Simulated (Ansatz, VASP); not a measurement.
**Two plane-wave programs on Rb2Re**

```xyz
3
Lattice="6.0847 0.0000 0.0000 -3.0423 5.2695 0.0000 0.0000 0.0000 2.8967" Properties=species:S:1:pos:R:3 pbc="T T T"
Rb    0.0000    3.5130    1.4484
Rb    3.0423    1.7565    1.4484
Re    0.0000    0.0000    0.0000
```

Alike in both runs: functional PBE; k mesh 6 × 6 × 4; occupations gaussian, width 0.1 eV; no spin polarisation.

Ansatz relaxed the structure, and its values are those at the end. VASP's run is a single point on that final structure, the one shown.

|  | VASP | Ansatz |
| --- | --- | --- |
| version | VASP 6.6.1 | Ansatz 0.2.0 |
| potentials or method | VASP PAW PBE potentials, release 64 (Rb_sv, Re), cutoff 520 eV | scalar-relativistic, plane waves, PAW |
| valence electrons in the cell | 25 | 33 |

Ansatz gave:

- gap on the k mesh at the Fermi level (eV): none
- pressure (GPa): 0.2

Problem. Which values does VASP return?

Solution. gap on the k mesh at the Fermi level (eV): none; pressure (GPa): 0.3.

A gap of «none» marks a metal or a gap that the smearing closes. VASP's potentials hold 25 valence electrons a cell and Ansatz's 33, so a difference there can come from the potentials and not from the codes.

The k mesh is coarse, so the values compare programs but aren't converged. Spin-orbit coupling is off throughout.
